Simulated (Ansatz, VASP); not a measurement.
## SiO2: VASP beside Ansatz

```
CELL_PARAMETERS angstrom
3.98693 0.00000 0.00000
0.00000 5.98731 0.00000
0.00000 0.00000 3.58502
ATOMIC_POSITIONS crystal
Si 0.00000 0.50000 0.50000
Si 0.50000 0.00000 0.50000
O 0.18995 0.47805 0.00000
O 0.81005 0.52195 0.00000
O 0.31005 0.97805 0.00000
O 0.68995 0.02195 0.00000
```

Alike in both runs: functional PBE; k mesh 4 × 4 × 6; occupations gaussian, width 0.1 eV; no spin polarisation.

Ansatz relaxed the structure, and its values are those at the end. VASP's run is a single point on that final structure, the one shown.

|  | VASP | Ansatz |
| --- | --- | --- |
| version | VASP 6.6.1 | Ansatz 0.2.0 |
| potentials or method | VASP PAW PBE potentials, release 64 (Si, O_h), cutoff 910 eV | scalar-relativistic, plane waves, PAW |
| valence electrons in the cell | 32 | 32 |

VASP gave:

- gap on the k mesh at the Fermi level (eV): none
- rms of the force components (eV/Å): 0.021

Problem. Which values does Ansatz return?

Solution. gap on the k mesh at the Fermi level (eV): none; rms of the force components (eV/Å): 0.006.

A gap of «none» marks a metal or a gap that the smearing closes.

The k mesh is coarse, so the values compare programs but aren't converged. Noted on VASP's run: the cutoff is short for stress, so the pressure is rough.
